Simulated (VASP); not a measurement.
Input of a VASP 6.6.1 run:

File INCAR:

```
ALGO = Normal
EDIFF = 1E-6
ENCUT = 600
GGA = PE
GGA_COMPAT = F
ISIF = 2
ISMEAR = -1
LASPH = T
LCHARG = F
LREAL = F
LWAVE = F
NBANDS = 11
NELM = 120
PREC = Accurate
SIGMA = 0.1
```

The input KPOINTS:

```
k-points
0
Gamma
  8 8 8
```

The input POSCAR:

```
MgO
1.0
    0.0000000000      2.1110000000      2.1110000000
    2.1110000000      0.0000000000      2.1110000000
    2.1110000000      2.1110000000      0.0000000000
Mg O
1 1
Direct
    0.0000000000      0.0000000000      0.0000000000
    0.5000000000      0.5000000000      0.5000000000
```

Potentials or basis: VASP PAW PBE potentials, release 64 (Mg, O).

Run with:

```sh
$ cat potpaw_PBE.64/Mg/POTCAR potpaw_PBE.64/O/POTCAR > POTCAR
$ mpirun -np 1 vasp_std > vasp.out
```

**Question.** Predict the pressure.

**Answer.** 2.5 GPa.

**Question.** Estimate the band gap on the k mesh.

**Answer.** 4.66 eV, direct.

**The experiment to reproduce.**

“Electronic structure of alkaline earth and post-transition metal oxides”, 2009, arxiv:0908.1581 quotes, for a bulk crystal of MgO: band gap 7.83 eV.

Against the measured gap of MgO, 7.83 eV (quoted in “Electronic structure of alkaline earth and post-transition metal oxides”, 2009, arxiv:0908.1581), the calculated 4.66 eV is off by -3.17 eV. The value is that of PBE, without temperature or zero-point motion. Semilocal functionals fall short of measured gaps as a rule.
